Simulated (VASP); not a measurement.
# SiS2 (Ibam) in VASP: a series of runs

SiS2 is run at these levels: PBE; tasks: single point, relaxation of cell and atoms.

Everything below comes from runs of VASP 6.6.1. Logs are shortened: lines on timing, memory, paths and dates and some standing lists are left out, and cuts for length are marked.

### 1 The cell of the first run

It takes space group Ibam (No. 72, orthorhombic). The conventional cell has a = 6.369 Å, b = 11.088 Å, c = 5.593 Å, α = 90.00°, β = 90.00°, γ = 90.00°. Si (site symmetry 222) has 4 S at 2.15 Å and 2 Si at 2.80 Å within 2.8 Å. Within 2.8 Å of S (site symmetry m) lie 2 Si at 2.15 Å.

### 2 Single point, PBE

File INCAR:

```
SYSTEM = SiS2
PREC = Accurate ; ENCUT = 520
EDIFF = 1E-6 ; ISMEAR = 0
SIGMA = 0.02 ; LREAL = .False.
LASPH = .True. ; NELM = 100
ALGO = Normal ; ISIF = 2
LWAVE = .False. ; LCHARG = .False.
GGA = PE ; NBANDS = 25
```

File KPOINTS:

```
Automatic mesh
0
Gamma
  6 6 6
  0 0 0
```

File POSCAR:

```
SiS2
1.0
   -3.1847042329      5.5437967501      2.7963366603
    3.1847042329     -5.5437967501      2.7963366603
    3.1847042329      5.5437967501     -2.7963366603
Si S
2 4
Direct
    0.7500000000      0.7500000000      0.0000000000
    0.2500000000      0.2500000000      0.0000000000
    0.8960278368      0.8185613192      0.7145891560
    0.1039721632      0.1814386808      0.2854108440
    0.6039721632      0.3185613192      0.9225334824
    0.3960278368      0.6814386808      0.0774665176
```

Potentials or basis: VASP PAW PBE potentials, release 64 (Si, S).

On the command line:

```console
$ cat potpaw_PBE.64/Si/POTCAR potpaw_PBE.64/S/POTCAR > POTCAR
$ mpirun -np 1 vasp_std > vasp.out
```

OUTCAR:

```text
SYSTEM = SiS2
   PREC = Accurate
   ENCUT = 520
   EDIFF = 1E-6
   ISMEAR = 0
   LREAL = .False.
   LASPH = .True.
   NELM = 100
   ISIF = 2
   GGA = PE

 ion  position               nearest neighbor table
   1  0.750  0.750  0.000-   3 2.15   4 2.15   5 2.15   6 2.15   2 2.80   2 2.80
   2  0.250  0.250  0.000-   3 2.15   4 2.15   5 2.15   6 2.15   1 2.80   1 2.80
   3  0.896  0.819  0.715-   1 2.15   2 2.15
   4  0.104  0.181  0.285-   1 2.15   2 2.15
   5  0.604  0.319  0.923-   1 2.15   2 2.15
   6  0.396  0.681  0.077-   1 2.15   2 2.15

  LATTYP: Found a body centered orthorhombic cell.
 ALAT       =     5.5926733206
 B/A-ratio  =     1.1388844119
 C/A-ratio  =     1.9825212138

  Lattice vectors:

 A1 = (   3.1847042329,   5.5437967501,  -2.7963366603)
 A2 = (  -3.1847042329,   5.5437967501,   2.7963366603)
 A3 = (   3.1847042329,  -5.5437967501,   2.7963366603)

Analysis of symmetry for initial positions (statically):
=====================================================================
 Subroutine PRICEL returns:
 Original cell was already a primitive cell.

 Routine SETGRP: Setting up the symmetry group for a
 body centered orthorhombic supercell.

 Subroutine GETGRP returns: Found  8 space group operations
 (whereof  4 operations were pure point group operations)
 out of a pool of  8 trial point group operations.

The static configuration has the point symmetry C_2h.
 The point group associated with its full space group is D_2h.

Analysis of symmetry for dynamics (positions and initial velocities):
=====================================================================
 Subroutine PRICEL returns:
 Original cell was already a primitive cell.

 Routine SETGRP: Setting up the symmetry group for a
 body centered orthorhombic supercell.

 Subroutine GETGRP returns: Found  8 space group operations
 (whereof  4 operations were pure point group operations)
 out of a pool of  8 trial point group operations.

The dynamic configuration has the point symmetry C_2h.
 The point group associated with its full space group is D_2h.

 Subroutine INISYM returns: Found  8 space group operations
 (whereof  4 operations are pure point group operations),
 and found     1 'primitive' translations

----------------------------------------------------------------------------------------
[... 96 lines left out ...]
   LNONCOLLINEAR =      F non collinear calculations
   LSORBIT =      F    spin-orbit coupling
   LASPH  =      T    aspherical Exc in radial PAW
   ENCUT  =  520.0 eV  38.22 Ry    6.18 a.u.  12.97 12.97 12.97*2*pi/ulx,y,z
   NELM   =    100;   NELMIN=  2; NELMDL= -5     # of ELM steps
   EDIFF  = 0.1E-05   stopping-criterion for ELM
   LREAL  =      F    real-space projection
   EDIFFG = 0.1E-04   stopping-criterion for IOM
   NSW    =      0    number of steps for IOM
   IBRION =     -1    ionic relax: 0-MD 1-quasi-New 2-CG
   NFREE  =      0    steps in history (QN), initial steepest desc. (CG)
   ISIF   =      2    stress and relaxation
   ISYM   =      2    0-nonsym 1-usesym 2-fastsym
   POTIM  = 0.5000    time-step for ionic-motion
   TEBEG  =    0.0;   TEEND  =   0.0 temperature during run
   PSTRESS=    0.0 pullay stress
   NELECT =      32.0000    total number of electrons
   NUPDOWN=      -1.0000    fix difference up-down
   EMIN   =  10.00;   EMAX   =-10.00  energy-range for DOS
   EFERMI =   0.00;   METHOD = LEGACY
   ISMEAR =     0;   SIGMA  =   0.02  broadening in eV -4-tet -1-fermi 0-gaus
   EFERMI_NEDOS =   21; number of points for ismear=-14 and -15
   IALGO  =     38    algorithm
   IMIX   =      4    mixing-type and parameters
     AMIX     =   0.40;   BMIX     =  1.00
     AMIX_MAG =   1.60;   BMIX_MAG =  1.00
  volume/ion in A,a.u.               =      32.91       222.11
  Fermi-wavevector in a.u.,A,eV,Ry     =   0.892516  1.686611 10.838204  0.796586
  Thomas-Fermi vector in A             =   2.014476
   LORBIT       =      0    0 simple, 1 ext, 2 COOP (PROOUT), +10 PAW based schemes
   GGA     = PE    functional components
   LHFCALC =     F    Hartree Fock is set to
   AEXX    =    0.0000 exact exchange contribution
   IVDW    =     0    specifies the selected vdW correction
   LEPSILON=     F    determine dielectric tensor
   LRPA    =     F    only Hartree local field effects (RPA)
 non-spin polarized calculation
 Gauss-broadening in eV      SIGMA  =   0.02
  energy-cutoff  :      520.00
  volume of cell :      197.48
 maximum number of plane-waves:      5350
 NGX is ok and might be reduce to    54
   NGX = 25   NGY = 25   NGZ = 25

 number of electron      31.9999998 magnetization

 Free energy of the ion-electron system (eV)
  ---------------------------------------------------
  ext. energy  EPLUGINS =         0.00000000
  ---------------------------------------------------
  free energy    TOTEN  =       -31.44823190 eV

  energy without entropy =      -31.44823190  energy(sigma->0) =      -31.44823190

 E-fermi :   0.0713     XC(G=0):  -6.8518

 val. band max:       -0.0521385520   @ k =  -0.3333   0.3333   0.1667
 cond. band min:       3.0543374467   @ k =  -0.3333  -0.3333   0.3333
 fundamental gap:      3.1064759987
 Fermi energy:         0.0712961623

 k-point     1 :       0.0000    0.0000    0.0000
  band No.  band energies     occupation
      1     -14.3293      2.00000
      2     -12.3843      2.00000
      3     -11.8528      2.00000
      4     -11.8356      2.00000
      5      -7.4840      2.00000
      6      -5.6489      2.00000
[... 661 lines left out ...]
     24       6.1774      0.00000
     25       7.5432      0.00000

 [... further k-points ...]
[... 5 lines left out ...]
  --------------------------------------------------------------------------------------
  -------------------------------------------------------------------------------------
  Total       -0.1951932     -0.1915876     -0.2810734     -0.0000000      0.0000000      0.0000000
  in kB       -1.5836140     -1.5543617     -2.2803657     -0.0000000      0.0000000      0.0000000
  external PRESSURE =      -1.8061138 kB  Pullay stress =       0.0000000 kB

 VOLUME and BASIS-vectors are now :
 -----------------------------------------------------------------------------
  energy-cutoff  :      520.00
  volume of cell :      197.48
      direct lattice vectors                 reciprocal lattice vectors
    -3.184704233  5.543796750  2.796336660     0.000000000  0.090190897  0.178805366
     3.184704233 -5.543796750  2.796336660     0.157000451  0.000000000  0.178805366
     3.184704233  5.543796750 -2.796336660     0.157000451  0.090190897  0.000000000

 POSITION                                       TOTAL-FORCE (eV/Angst)
 -----------------------------------------------------------------------------------
      0.00000      0.00000      4.19450         0.000000      0.000000      0.000000
      0.00000      0.00000      1.39817         0.000000      0.000000      0.000000
      2.02905      4.39100      2.79634         0.035628      0.036442     -0.000000
      1.15566      1.15280      0.00000        -0.035628     -0.036442      0.000000
      2.02905      6.69660      0.00000         0.035628     -0.036442      0.000000
      1.15566     -1.15280      2.79634        -0.035628      0.036442     -0.000000
 -----------------------------------------------------------------------------------
    total drift:                               -0.000000      0.000000     -0.000000

  FREE ENERGIE OF THE ION-ELECTRON SYSTEM (eV)
  ---------------------------------------------------
  free  energy   TOTEN  =       -31.4482319006 eV

  energy  without entropy=      -31.4482319006  energy(sigma->0) =      -31.44823190
```

It took 4.3 min on 1 thread of AMD EPYC 7R43 (Zen 3), shared host; peak memory 0.44 GiB.

Results:

```
Free energy            : -31.4482 eV
Pressure               : -0.2 GPa
Largest force          : 0.051 eV/Å
Band gap on the k mesh : 3.11 eV, indirect (least direct gap 3.46 eV)
```

Forces in eV/Å, atoms in the order of the input:
```
Si   0.000  0.000  0.000
Si   0.000  0.000  0.000
S    0.036  0.036  0.000
S   -0.036 -0.036  0.000
S    0.036 -0.036  0.000
S   -0.036  0.036  0.000
```

Levels at points of the mesh, in eV from the valence-band top:
```tsv
k point	band 13	band 14	band 15	band 16	band 17	band 18	band 19	band 20
(0.00, 0.00, 0.00)	-1.61	-1.07	-1.03	-0.13	3.93	4.01	4.18	5.09
(0.50, 0.00, 0.00)	-0.96	-0.96	-0.67	-0.67	3.41	3.41	4.88	4.88
(0.00, 0.50, 0.00)	-0.78	-0.78	-0.73	-0.73	3.42	3.42	4.76	4.76
(0.50, 0.50, 0.00)	-1.65	-1.38	-1.15	0.00	3.92	4.64	4.71	4.82
(0.50, 0.50, 0.50)	-1.71	-1.64	-1.28	-0.06	3.39	4.41	4.83	4.85
```

A k mesh can miss the band edges. A hybrid or GW would open this gap; PBE tends to underestimate it.

(Continued in part 2 of 2.)
